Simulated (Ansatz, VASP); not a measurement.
Ti: VASP beside Ansatz

POSCAR

```
Ti
1.0
    0.0000000000      1.9234250000      2.0300000000
    2.1365750000      0.0000000000      2.0300000000
    2.1365750000      1.9234250000      0.0000000000
Ti
1
Direct
    0.0000000000      0.0000000000      0.0000000000
```

INCAR.step1

```
PREC     = Accurate       # precision mode
ENCUT    = 520            # plane-wave cutoff, eV
ISMEAR   = 0              # smearing method
SIGMA    = 0.15           # smearing width, eV
LREAL    = False          # projectors in reciprocal space
LASPH    = True           # aspherical terms in the spheres
NELM     = 80             # most SCF steps
NBANDS   = 12             # bands
GGA      = PE             # functional
ALGO     = Normal         # electronic algorithm
EDIFF    = 1E-4           # SCF threshold, eV
LWAVE    = True           # write WAVECAR
LCHARG   = False          # write CHGCAR
```

File INCAR.step2:

```
PREC     = Accurate       # precision mode
ENCUT    = 520            # plane-wave cutoff, eV
EDIFF    = 1E-6           # SCF threshold, eV
ISMEAR   = 0              # smearing method
SIGMA    = 0.15           # smearing width, eV
LREAL    = False          # projectors in reciprocal space
LASPH    = True           # aspherical terms in the spheres
NELM     = 80             # most SCF steps
ALGO     = Normal         # electronic algorithm
ISIF     = 2              # what is computed and relaxed
LWAVE    = False          # write WAVECAR
LCHARG   = False          # write CHGCAR
METAGGA  = R2SCAN         # meta-GGA
LMIXTAU  = True         
NBANDS   = 12             # bands
ISTART   = 1
```

KPOINTS

```
regular mesh
0
Gamma
  20 20 20
```

Input for Ansatz:

```yaml
crystal:
  lattice:
    - [0.0, 1.923425, 2.03]
    - [2.136575, 0.0, 2.03]
    - [2.136575, 1.923425, 0.0]
  atoms:
    - { symbol: Ti, position: [0.0, 0.0, 0.0] }
basis:
  ecutwfc: 500
kpoints:
  mp_grid: { grid: [20, 20, 20] }
hamiltonian:
  xc: r2scan
scf:
  occupations: { method: gaussian, width: 0.15 }
output:
  forces: true
  stress: true
  eigenvalues: true
```

Change from the starting cell: strain +0.0525 x Voigt [1, -1, 0, 0, 0, 0], atoms carried along.

Alike in both runs: task single point; functional r2SCAN; k mesh 20 × 20 × 20; occupations gaussian, width 0.15 eV; no spin polarisation.

|  | VASP | Ansatz |
| --- | --- | --- |
| version | VASP 6.6.1 | Ansatz 0.2.0 |
| potentials or method | VASP PAW PBE potentials, release 64 (Ti_sv), cutoff 520 eV | scalar-relativistic, plane waves, PAW |
| valence electrons in the cell | 12 | 12 |

```csv
,VASP,Ansatz,Ansatz less VASP
gap on the k mesh at the Fermi level (eV),none,none,-
pressure (GPa),5.0,4.6,-0.44
"traceless stress, the component that is largest in VASP (GPa)",1.61,1.60,-0.015
```

VASP's potentials were made for PBE, not for r2SCAN. A gap of «none» marks a metal or a gap that the smearing closes.
